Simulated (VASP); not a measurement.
## Nb: single point with PBEsol

The system is Nb, a slab with vacuum.

```
Nb
1.0
     4.62536    0.00000    0.00000
     2.31268    4.00568    0.00000
     0.00000    0.00000   28.27392
Nb
14
Cartesian
  4.6254 2.6705 8.3487
  0.0000 0.0000 9.0244
  2.3127 1.3352 9.8399
  4.6254 2.6705 10.8974
  0.0000 0.0000 11.7616
  2.3127 1.3352 12.7276
  4.6254 2.6705 13.7043
  0.0000 0.0000 14.5696
  2.3127 1.3352 15.5463
  4.6254 2.6705 16.5123
  0.0000 0.0000 17.3765
  2.3127 1.3352 18.4340
  4.6254 2.6705 19.2495
  0.0000 0.0000 19.9252
```

```yaml
Program: VASP 6.6.1
Task: single point
Functional: PBEsol
Potentials_or_basis: VASP PAW PBE potentials, release 64 (Nb_sv)
Cutoff: 520 eV
k_mesh: 8 × 8 × 1
Occupations: methfessel-paxton, width 0.1 eV
Spin: no spin polarisation
```

- Largest force: 0.026 eV/Å
- Band gap on the k mesh: zero (bands 91 and 92 overlap by 0.19 eV)

Forces in eV/Å, atoms in the order of the input:
```
Nb   0.000  0.000 -0.021
Nb   0.000  0.000  0.023
Nb   0.000  0.000 -0.013
Nb   0.000  0.000  0.024
Nb   0.000  0.000 -0.008
Nb   0.000  0.000  0.011
Nb   0.000  0.000  0.026
Nb   0.000  0.000 -0.026
Nb   0.000  0.000 -0.011
Nb   0.000  0.000  0.008
Nb   0.000  0.000 -0.024
Nb   0.000  0.000  0.013
Nb   0.000  0.000 -0.023
Nb   0.000  0.000  0.021
```

Levels at points of the mesh, in eV from the Fermi level:
```
           k point  band 87  band 88  band 89  band 90  band 91  band 92  band 93  band 94  band 95  band 96
(0.00, 0.00, 0.00)    -0.72    -0.72    -0.63    -0.26    -0.26    -0.18    -0.13     0.07     0.07     0.27
(0.50, 0.00, 0.00)    -0.83    -0.74    -0.62    -0.59    -0.36    -0.01     0.25     0.49     0.55     1.00
```

Wall time 36 min on 1 thread of Intel(R) Xeon(R) Platinum 8259CL CPU @ 2.50GHz (Skylake/Cascade Lake), on a shared host, peak memory 0.76 GiB.

Caveat: the PAW data sets were made with another functional, which shifts forces and pressure a little.
